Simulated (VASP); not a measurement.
Wanted: the native input for a VASP 6.6.1 run.

```yaml
Task: electric field gradients
Functional: PBEsol
Potentials_or_basis: VASP PAW PBE potentials, release 64 (Ti_sv)
Cutoff: 400 eV
k_mesh: 13 × 13 × 7
Occupations: fermi-dirac, width 0.08 eV
Spin: no spin polarisation
Dipole_correction: no
Further_INCAR_settings: ALGO = Normal; EDIFF = 1e-08; NBANDS = 19
```

The structure of Ti lies in POSCAR:

```
Ti
1.0
    2.9499978604      0.0000000000      0.0000000000
   -1.4749989302      2.5547730882      0.0000000000
    0.0000000000      0.0000000000      4.7328600000
Ti
2
Direct
    0.3333333333      0.6666666667      0.2500000000
    0.6666666667      0.3333333333      0.7500000000
```

This cell differs from its parent crystal: zz strain of +1 %.

The input as run:

INCAR

```
SYSTEM = Ti
  ALGO = Normal
  EDIFF = 1E-8
  ENCUT = 400
  GGA = PS
  GGA_COMPAT = .False.
  ISIF = 2
  ISMEAR = -1
  LASPH = .True.
  LCHARG = .False.
  LEFG = .True.
  LREAL = .False.
  LWAVE = .False.
  NBANDS = 19
  NELM = 120
  PREC = Accurate
  SIGMA = 0.08
```

KPOINTS

```
k-points
0
Gamma
  13 13 7
  0 0 0
```

Potentials or basis: VASP PAW PBE potentials, release 64 (Ti_sv).

Command:

```sh
$ cat potpaw_PBE.64/Ti_sv/POTCAR > POTCAR
$ mpirun -np 1 vasp_std > vasp.out
```

Results of the run:

| Quantity | Value |
| --- | --- |
| Pressure | -7.6 GPa |
| Band gap on the k mesh | zero (bands 12 and 13 overlap by 1.08 eV) |
| Largest electric field gradient by atom | Ti +14.4 V/Å² |

Caveat: the cell differs from its parent crystal (zz strain of +1 %); the cell stands under tension; without QUAD_EFG the Cq values of the log hold for a quadrupole moment of 1 mb, not for the nuclei; the PAW data sets were made with another functional, which shifts forces and pressure a little.

Run time: 19 s on 1 thread of AMD EPYC 9R45 96-Core Processor (Zen 5) (shared host), peak memory 0.12 GiB.
